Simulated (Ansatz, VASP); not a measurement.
One calculation of TiCo, two programs

INCAR

```
SYSTEM = TiCo
PREC = Accurate
ENCUT = 520
EDIFF = 1E-6
ISMEAR = 0
SIGMA = 0.017
LREAL = .False.
LASPH = .True.
NELM = 150
ALGO = Normal
ISIF = 2
LWAVE = .False.
LCHARG = .False.
ISPIN = 2
MAGMOM = 2 1
LORBIT = 11
LMAXMIX = 4
GGA = PE
NBANDS = 22
```

KPOINTS

```
Automatic mesh
0
Gamma
  9 9 9
  0 0 0
```

File POSCAR:

```
TiCo
1.0
    2.9861109900      0.0000000000      0.0000000000
    0.0000000000      2.9861109900      0.0000000000
    0.0000000000      0.0000000000      2.9861109900
Co Ti
1 1
Direct
    0.5000000000      0.5000000000      0.5000000000
    0.0000000000      0.0000000000      0.0000000000
```

File input.yaml:

```yaml
crystal:
  lattice:
    - [2.98611099, 0.0, 0.0]
    - [0.0, 2.98611099, 0.0]
    - [0.0, 0.0, 2.98611099]
  atoms:
    - { symbol: Co, position: [0.5, 0.5, 0.5], spin: 2.0 }
    - { symbol: Ti, position: [0.0, 0.0, 0.0], spin: 1.0 }
hamiltonian:
  xc: pbe
  pseudopotentials: { kind: paw }
magnetization:
  spin_polarized: true
kpoints:
  mp_grid: { grid: [9, 9, 9] }
scf:
  occupations: { method: gaussian, width: 0.017 }
output:
  forces: true
  stress: true
  eigenvalues: true
```

Alike in both runs: task single point; functional PBE; k mesh 9 × 9 × 9; occupations gaussian, width 0.017 eV; collinear spin.

```csv
,VASP,Ansatz
version,VASP 6.6.1,Ansatz 0.2.0
potentials or method,"VASP PAW PBE potentials, release 64 (Co, Ti_sv)",Ansatz PAW
plane-wave cutoff (eV),520,420
valence electrons in the cell,21,29
```

VASP gave:

| Property | Result |
| --- | --- |
| gap on the k mesh at the Fermi level (eV) | none |
| pressure (GPa) | -0.8 |
| net moment per atom (μB) | 0.42 |
| size of the moment on the site where the two differ most (μB) | 0.92 |

**Question.** Which values does Ansatz return?

**Answer.** gap on the k mesh at the Fermi level (eV): none; pressure (GPa): -0.5; net moment per atom (μB): 0.42; size of the moment on the site where the two differ most (μB): 0.94.

Site moments also hang on the region over which each program counts them. A gap of «none» marks a metal or a gap that the smearing closes. The functional is the same, so the differences come from potentials, cutoffs and numerics. VASP's potentials hold 21 valence electrons a cell and Ansatz's 29, so a difference there can come from the potentials and not from the codes.
